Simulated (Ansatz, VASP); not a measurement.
One calculation of Zr2SiO4, two programs

Contents of INCAR:

```
PREC     = Accurate       # precision mode
ENCUT    = 520            # plane-wave cutoff, eV
EDIFF    = 1E-6           # SCF threshold, eV
ISMEAR   = 0              # smearing method
SIGMA    = 0.05           # smearing width, eV
LREAL    = F              # projectors in reciprocal space
LASPH    = T              # aspherical terms in the spheres
NELM     = 200            # most SCF steps
ALGO     = Normal         # electronic algorithm
ISIF     = 2              # what is computed and relaxed
LWAVE    = F              # write WAVECAR
LCHARG   = F              # write CHGCAR
ISPIN    = 2              # spin polarisation
MAGMOM   = 0 0 0 0 0 0 2  # initial moments
LORBIT   = 11             # projections on sites
LMAXMIX  = 4              # l up to which the mixer works
LDIPOL   = T            
IDIPOL   = 3            
DIPOL    = 0.5 0.5 0.323
GGA      = PE             # functional
IVDW     = 12             # dispersion correction
NBANDS   = 39             # bands
GGA_COMPAT= F            
NELMDL   = -8           
KPAR     = 4
```

Contents of KPOINTS:

```
Automatic mesh
0
Gamma
  9 9 1
```

Contents of POSCAR:

```
Zr2SiO4
1.0
    3.5974414580      0.0000000000      0.0000000000
   -1.7987207290      3.1154756913      0.0000000000
    0.0000000000      0.0000000000     21.3728427344
O Zr Si
4 2 1
Direct
    0.0000000000      0.0000000000      0.1871533913
    0.3333333333      0.6666666667      0.2558690668
    0.6666666667      0.3333333333      0.3197992968
    0.0000000000      0.0000000000      0.3917514782
    0.6666666667      0.3333333333      0.2215112290
    0.3333333333      0.6666666667      0.3546358399
    0.5000000000      0.3333333333      0.5321165217
```

Input for Ansatz:

```yaml
crystal:
  lattice:
    - [3.597441458, 0.0, 0.0]
    - [-1.798720729, 3.1154756913, 0.0]
    - [0.0, 0.0, 21.3728427344]
  atoms:
    - { symbol: O, position: [0.0, 0.0, 0.1871533913] }
    - { symbol: Zr, position: [0.6666666667, 0.3333333333, 0.221511229] }
    - { symbol: O, position: [0.3333333333, 0.6666666667, 0.2558690668] }
    - { symbol: O, position: [0.6666666667, 0.3333333333, 0.3197992968] }
    - { symbol: Zr, position: [0.3333333333, 0.6666666667, 0.3546358399] }
    - { symbol: O, position: [0.0, 0.0, 0.3917514782] }
    - { symbol: Si, position: [0.5, 0.3333333333, 0.5321165217], spin: 2.0 }
basis:
  ecutwfc: 420
kpoints:
  mp_grid: { grid: [9, 9, 1] }
hamiltonian:
  xc: pbe
  pseudopotentials: { kind: paw, azcp: { folder: soft_1 } }
  dispersion: d3bj
scf:
  occupations: { method: gaussian, width: 0.05 }
output:
  forces: true
  eigenvalues: true
  populations: true
magnetization:
  spin_polarized: true
efield:
  axis: 3
  dipole_correction: true
  ramp_width: 0.04
```

Alike in both runs: task single point; functional PBE; dispersion D3(BJ); k mesh 9 × 9 × 1; occupations gaussian, width 0.05 eV; collinear spin.

```csv
,VASP,Ansatz
version,VASP 6.6.1,Ansatz 0.2.0
potentials or method,"VASP PAW PBE potentials, release 64 (O, Zr_sv, Si), cutoff 520 eV","scalar-relativistic, plane waves, PAW"
valence electrons in the cell,52,52
```

|  | VASP | Ansatz | Ansatz less VASP |
| --- | --- | --- | --- |
| gap on the k mesh at the Fermi level (eV) | none | none | - |
| rms of the force components (eV/Å) | 0.163 | 0.163 | -0.0002 |
| net moment per atom (μB) | 0.03 | 0.03 | 0.000 |
| size of the moment on the site where the two differ most (μB) | 0.07 | 0.15 | +0.078 |

Site moments also hang on the region over which each program counts them. A gap of «none» marks a metal or a gap that the smearing closes.
